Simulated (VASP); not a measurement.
SnSe2, 3 atoms in the cell. Symmetry: P-3m1, No. 164, trigonal system. The conventional cell has a = 3.811 Å, b = 3.811 Å, c = 6.137 Å, α = 90.00°, β = 90.00°, γ = 120.00°. Within 3.5 Å of Sn (site symmetry -3m) lie 6 Se at 2.68 Å. Within 3.5 Å of Se (site symmetry 3m) lie 3 Sn at 2.68 Å. 

* Program: VASP 6.6.1
* Task: single point
* Functional: PBEsol
* Dispersion: D3(BJ)
* Potentials or basis: VASP PAW PBE potentials, release 64 (Sn_d, Se)
* Cutoff: 520 eV
* k mesh: 12 × 12 × 6
* Occupations: gaussian, width 0.05 eV
* Spin: no spin polarisation
* Dipole correction: no
* Further INCAR settings: ALGO = Normal; EDIFF = 1e-06; NBANDS = 20

Potentials or basis: VASP PAW PBE potentials, release 64 (Sn_d, Se).

Command:

```bash
$ cat potpaw_PBE.64/Sn_d/POTCAR potpaw_PBE.64/Se/POTCAR > POTCAR
$ mpirun -np 1 vasp_std > vasp.out
```

Hardware: 1 thread of AMD EPYC 7R13, with other jobs on the host.

Question: Estimate the wall time of this run.

Answer: Run time: 3.8 min on 1 thread of AMD EPYC 7R13 (shared host), peak memory 0.27 GiB. Counts: scf iterations 12, k points 100.
